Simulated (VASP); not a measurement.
Here is a VASP 6.6.1 calculation.

Contents of INCAR:

```
PREC     = Accurate       # precision mode
ENCUT    = 520            # plane-wave cutoff, eV
EDIFF    = 1E-6           # SCF threshold, eV
ISMEAR   = 0              # smearing method
SIGMA    = 0.1            # smearing width, eV
LREAL    = False          # projectors in reciprocal space
LASPH    = True           # aspherical terms in the spheres
NELM     = 60             # most SCF steps
ALGO     = Normal         # electronic algorithm
ISIF     = 2              # what is computed and relaxed
LWAVE    = False          # write WAVECAR
LCHARG   = True           # write CHGCAR
LDIPOL   = True         
IDIPOL   = 3            
DIPOL    = 0.5 0.5 0.379
GGA      = PE             # functional
IVDW     = 12             # dispersion correction
LELF     = True           # ELF
LVHAR    = True         
LVACPOTAV= True         
NBANDS   = 16             # bands
```

File KPOINTS:

```
Automatic mesh
0
Gamma
  9 9 1
```

The input POSCAR:

```
Si
1.0
    3.8472023583      0.0000000000      0.0000000000
   -1.9236011791      3.3317749758      0.0000000000
    0.0000000000      0.0000000000     18.4446971457
Si
4
Direct
    0.3333333333      0.6666666667      0.2695814701
    0.6666666667      0.3333333333      0.2439725610
    0.6666666667      0.3333333333      0.5131392004
    1.0000000000      0.0000000000      0.4875302913
```

Potentials or basis: VASP PAW PBE potentials, release 64 (Si).

Launch:

```sh
$ cat potpaw_PBE.64/Si/POTCAR > POTCAR
$ mpirun -np 1 vasp_std > vasp.out
```

Predict the band gap on the k mesh.

zero (filled and empty bands touch).

What does it give for the largest force?

0.117 eV/Å.

Forces on the atoms (eV/Å):
```
Si   0.000  0.000  0.117
Si   0.000  0.000  0.056
Si   0.000  0.000 -0.056
Si   0.000  0.000 -0.117
```
